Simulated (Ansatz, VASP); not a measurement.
# In, level by level in two programs

```
CELL_PARAMETERS angstrom
3.33548 0.00000 0.00000
-1.66774 2.88861 0.00000
0.00000 0.00000 5.50914
ATOMIC_POSITIONS crystal
In 0.66667 0.33333 0.75000
In 0.33333 0.66667 0.25000
```

Single points on this cell with VASP 6.6.1 and Ansatz 0.2.0. Each row is one pair of runs. Alike in all rows: spin: off; k mesh: 5 × 5 × 3; smearing: fermi-dirac, width 0.05 eV; VASP's potentials, cutoff: VASP PAW PBE potentials, release 64 (In_d), 520 eV.

```tsv
level	Ansatz's potentials, cutoff	gap on the k mesh at the Fermi level (eV), VASP	gap on the k mesh at the Fermi level (eV), Ansatz	pressure (GPa), VASP	pressure (GPa), Ansatz
B3LYP	Ansatz PAW, 420 eV	none	none	3.5	3.6
r2SCAN50	Ansatz PAW, 500 eV	none	none	-1.8	-1.4
HF	Ansatz PAW, 420 eV	none	none	5.1	5.7
r2SCANh	Ansatz PAW, 500 eV	none	none	-0.8	-0.7
```

Pressure (GPa): the two programs differ by at most 0.62.

A gap of «none» marks a metal or a gap that the smearing closes.

The k mesh is coarse, so the values compare programs but aren't converged.
